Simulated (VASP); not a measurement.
# Ti12C13 in VASP: further runs, part 2 of 2

VASP 6.6.1. The steps go on from the part before.

## Step 3: Single point, PBE

File INCAR:

```
PREC = Accurate ; ENCUT = 520
EDIFF = 1E-6 ; ISMEAR = 0
SIGMA = 0.1 ; LREAL = Auto
LASPH = True ; NELM = 60
ALGO = Normal ; ISIF = 2
LWAVE = False ; LCHARG = True
LDIPOL = True ; IDIPOL = 3
DIPOL = 0.5 0.5 0.316 ; GGA = PE
LELF = True ; LVHAR = True
LVACPOTAV = True ; NBANDS = 116
```

File KPOINTS:

```
Automatic mesh
0
Gamma
  5 5 1
```

File POSCAR:

```
Ti12C13
1.0
    6.1276785486      0.0000000000      0.0000000000
    0.0000000000      6.1276785486      0.0000000000
    0.0000000000      0.0000000000     19.8111521836
Ti C
12 13
Direct
    0.2500000000      0.2500000000      0.2019064799
    0.2500000000      0.7500000000      0.2019064799
    0.7500000000      0.2500000000      0.2019064799
    0.7500000000      0.7500000000      0.2019064799
    0.0000000000      0.0000000000      0.3089759294
    0.0000000000      0.5000000000      0.3089759294
    0.5000000000      0.0000000000      0.3089759294
    0.5000000000      0.5000000000      0.3089759294
    0.2500000000      0.2500000000      0.4140601451
    0.2500000000      0.7500000000      0.4140601451
    0.7500000000      0.2500000000      0.4140601451
    0.7500000000      0.7500000000      0.4140601451
    0.0000000000      0.0000000000      0.2019064799
    0.0000000000      0.5000000000      0.2019064799
    0.5000000000      0.0000000000      0.2019064799
    0.5000000000      0.5000000000      0.2019064799
    0.2500000000      0.2500000000      0.3083897447
    0.2500000000      0.7500000000      0.3083897447
    0.7500000000      0.2500000000      0.3083897447
    0.7500000000      0.7500000000      0.3083897447
    0.0000000000      0.0000000000      0.4195188703
    0.0000000000      0.5000000000      0.4195188703
    0.5000000000      0.0000000000      0.4195188703
    0.5000000000      0.5000000000      0.4195188703
    0.0833333333      0.2500000000      0.4932988165
```

Potentials or basis: VASP PAW PBE potentials, release 64 (Ti_sv, C).

The run is started by

```sh
$ cat potpaw_PBE.64/Ti_sv/POTCAR potpaw_PBE.64/C/POTCAR > POTCAR
$ mpirun -np 1 vasp_std > vasp.out
```

OUTCAR:

```text
PREC = Accurate
   ENCUT = 520
   EDIFF = 1E-6
   ISMEAR = 0
   LREAL = Auto
   LASPH = True
   NELM = 60
   ISIF = 2
   GGA = PE

 ion  position               nearest neighbor table
   1  0.250  0.250  0.202-  17 2.11  14 2.17  15 2.17  16 2.17  13 2.17
   2  0.250  0.750  0.202-  18 2.11  14 2.17  15 2.17  16 2.17  13 2.17
   3  0.750  0.250  0.202-  19 2.11  14 2.17  15 2.17  16 2.17  13 2.17
   4  0.750  0.750  0.202-  20 2.11  14 2.17  15 2.17  16 2.17  13 2.17
   5  0.000  0.000  0.309-  13 2.12  17 2.17  18 2.17  19 2.17  20 2.17  21 2.19
   6  0.000  0.500  0.309-  14 2.12  17 2.17  18 2.17  19 2.17  20 2.17  22 2.19
   7  0.500  0.000  0.309-  15 2.12  17 2.17  18 2.17  19 2.17  20 2.17  23 2.19
   8  0.500  0.500  0.309-  16 2.12  17 2.17  18 2.17  19 2.17  20 2.17  24 2.19
   9  0.250  0.250  0.414-  25 1.87  17 2.09  22 2.17  23 2.17  24 2.17  21 2.17
  10  0.250  0.750  0.414-  18 2.09  21 2.17  22 2.17  23 2.17  24 2.17
  11  0.750  0.250  0.414-  19 2.09  21 2.17  22 2.17  23 2.17  24 2.17
  12  0.750  0.750  0.414-  20 2.09  21 2.17  22 2.17  23 2.17  24 2.17
  13  0.000  0.000  0.202-   5 2.12   2 2.17   3 2.17   4 2.17   1 2.17
  14  0.000  0.500  0.202-   6 2.12   2 2.17   3 2.17   4 2.17   1 2.17
[... 245 lines left out ...]
      4     -56.5883      2.00000
      5     -56.5631      2.00000
      6     -56.5421      2.00000
[... 1006 lines left out ...]
    109       2.1401      0.00000
    110       2.2021      0.00000
 [bands above 110 left out]

------------------------ aborting loop because EDIFF is reached ----------------------------------------

  FORCE on cell =-STRESS in cart. coord.  units (eV):
  Direction    XX          YY          ZZ          XY          YZ          ZX
  --------------------------------------------------------------------------------------
  -------------------------------------------------------------------------------------
  Total       -9.6430316    -15.9726614      2.9151569      0.0000000      0.0000000     -5.4822714
  in kB      -20.7693301    -34.4021976      6.2787159      0.0000000      0.0000000    -11.8078120
  external PRESSURE =     -16.2976039 kB  Pullay stress =       0.0000000 kB

 VOLUME and BASIS-vectors are now :
 -----------------------------------------------------------------------------
  energy-cutoff  :      520.00
  volume of cell :      743.88
      direct lattice vectors                 reciprocal lattice vectors
     6.127678549  0.000000000  0.000000000     0.163193939  0.000000000  0.000000000
     0.000000000  6.127678549  0.000000000     0.000000000  0.163193939  0.000000000
     0.000000000  0.000000000 19.811152184     0.000000000  0.000000000  0.050476620

 POSITION                                       TOTAL-FORCE (eV/Angst)
 -----------------------------------------------------------------------------------
      1.53192      1.53192      4.00000        -0.101053      0.000000      1.047614
      1.53192      4.59576      4.00000        -0.057203      0.000000      0.950408
      4.59576      1.53192      4.00000        -0.028272      0.000000      0.905773
      4.59576      4.59576      4.00000         0.009939      0.000000      0.980068
      0.00000      0.00000      6.12117         0.186495      0.325950     -0.104258
      0.00000      3.06384      6.12117         0.186495     -0.325950     -0.104258
[... 17 lines left out ...]
      3.06384      3.06384      8.31115         0.270431      0.305897     -0.293427
      0.51064      1.53192      9.77282        -3.614099      0.000000      0.045237
 -----------------------------------------------------------------------------------
    total drift:                                0.001844     -0.000000     -0.134429

  FREE ENERGIE OF THE ION-ELECTRON SYSTEM (eV)
  ---------------------------------------------------
  free  energy   TOTEN  =      -220.9244543889 eV

  energy  without entropy=     -220.8995713443  energy(sigma->0) =     -220.91201287

 vacuum level on the upper side and lower side of the slab         5.630         4.012
```

stdout:

```text
POSCAR found type information on POSCAR TiC
 POSCAR found :  2 types and      25 ions
 scaLAPACK will be used
 LDA part: xc-table for (Slater+PW92), standard interpolation
 POSCAR, INCAR and KPOINTS ok, starting setup
 FFT: planning ... GRIDC
 FFT: planning ... GRID_SOFT
 FFT: planning ... GRID
 WAVECAR not read
 entering main loop
 -----------------------------------------------------------------------------
|                                                                             |
|           W    W    AA    RRRRR   N    N  II  N    N   GGGG   !!!           |
|           W    W   A  A   R    R  NN   N  II  NN   N  G    G  !!!           |
|           W    W  A    A  R    R  N N  N  II  N N  N  G       !!!           |
|           W WW W  AAAAAA  RRRRR   N  N N  II  N  N N  G  GGG   !            |
|           WW  WW  A    A  R   R   N   NN  II  N   NN  G    G                |
|           W    W  A    A  R    R  N    N  II  N    N   GGGG   !!!           |
|                                                                             |
|     Did not find any points to average over, which means that no vacuum     |
|     field-free region was found. Please increase the size of  your cell     |
|     in the dimension of the dipole correction to obtain accurate            |
|     workfunction values.                                                    |
|                                                                             |
 -----------------------------------------------------------------------------
```

It took 42 min on 1 thread of Intel Xeon Platinum 8488C (Sapphire Rapids), shared host; peak memory 0.95 GiB.

Results:

```yaml
Free_energy: -220.9245 eV
Largest_force: 3.614 eV/Å
Band_gap_on_the_k_mesh: zero (band 98 reaches 0.09 eV, above the bottom of band 99 at -0.09 eV)
```

Forces on the atoms (eV/Å):
```
Ti  -0.101  0.000  1.048
Ti  -0.057  0.000  0.950
Ti  -0.028  0.000  0.906
Ti   0.010  0.000  0.980
Ti   0.186  0.326 -0.104
Ti   0.186 -0.326 -0.104
Ti  -0.060  0.083  0.022
Ti  -0.060 -0.083  0.022
Ti   3.064  0.000 -1.817
Ti   0.670  0.000  0.270
Ti  -0.180  0.000  0.976
Ti  -0.528  0.000  0.232
C    0.004 -0.068 -1.066
C    0.004  0.068 -1.066
C    0.058  0.013 -0.989
C    0.058 -0.013 -0.989
C   -0.194  0.000 -0.997
C   -0.061  0.000  0.158
C   -0.039  0.000 -0.022
C    0.085  0.000  0.143
C    0.028  0.469  0.994
C    0.028 -0.469  0.994
C    0.270 -0.306 -0.293
C    0.270  0.306 -0.293
C   -3.614  0.000  0.045
```
